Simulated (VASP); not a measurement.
The system is SnO.

```xyz
4
Lattice="3.8137 0.0000 0.0000 0.0000 3.8137 0.0000 0.0000 0.0000 4.8869" Properties=species:S:1:pos:R:3 pbc="T T T"
Sn    1.9068    0.0000    3.7367
Sn    0.0000    1.9068    1.1503
O     0.0000    0.0000    0.0000
O     1.9068    1.9068    0.0000
```

```yaml
Program: VASP 6.6.1
Task: relaxation of cell and atoms
Functional: RPBE
Potentials_or_basis: VASP PAW PBE potentials, release 64 (Sn_d, O)
Cutoff: 600 eV
k_mesh: 7 × 7 × 6
Occupations: fermi-dirac, width 0.05 eV
Spin: no spin polarisation
```

At the start: pressure 6.4 GPa; volume 17.77 Å³/atom.

Task: Where does the relaxation end?

Result: Over 13 steps the energy falls by 31.7 meV/atom and the volume is 20.99 Å³/atom (+18.1 %); space group P4/nmm (No. 129, to 0.1 Å) before and after.

Step by step:
| step | energy change (eV) | largest force (eV/Å) | pressure (GPa) | volume (Å³) |
| --- | --- | --- | --- | --- |
| 1 | 0.0000 | 0.6410 | 6.36 | 71.08 |
| 2 | -0.0264 | 1.0885 | -3.57 | 78.59 |
| 3 | -0.0846 | 0.3631 | 0.42 | 75.01 |
| 4 | -0.0951 | 0.2311 | 0.29 | 75.83 |
| 5 | -0.1013 | 0.0215 | 0.10 | 77.23 |
| 6 | -0.1071 | 0.0117 | 0.09 | 77.83 |
| 7 | -0.1192 | 0.0209 | 0.18 | 79.63 |
| 8 | -0.1258 | 0.0962 | 0.55 | 83.15 |
| 9 | -0.1046 | 0.5209 | -2.17 | 87.09 |
| 10 | -0.1268 | 0.0164 | 0.02 | 83.84 |
| 11 | -0.1268 | 0.0119 | 0.08 | 83.81 |
| 12 | -0.1268 | 0.0134 | 0.02 | 83.83 |
| 13 | -0.1269 | 0.0096 | 0.00 | 83.94 |

Final structure:
```xyz
4
Lattice="3.9135 0.0000 0.0000 0.0000 3.9135 0.0000 0.0000 0.0000 5.4809" Properties=species:S:1:pos:R:3 pbc="T T T"
Sn    1.9567    0.0000    4.3134
Sn    0.0000    1.9567    1.1675
O     0.0000    3.9135    0.0000
O     1.9567    1.9567    0.0000
```

Caveat: the volume moved by over 15 % at a fixed basis, so the end points are rough; the PAW data sets were made with another functional, which shifts forces and pressure a little.
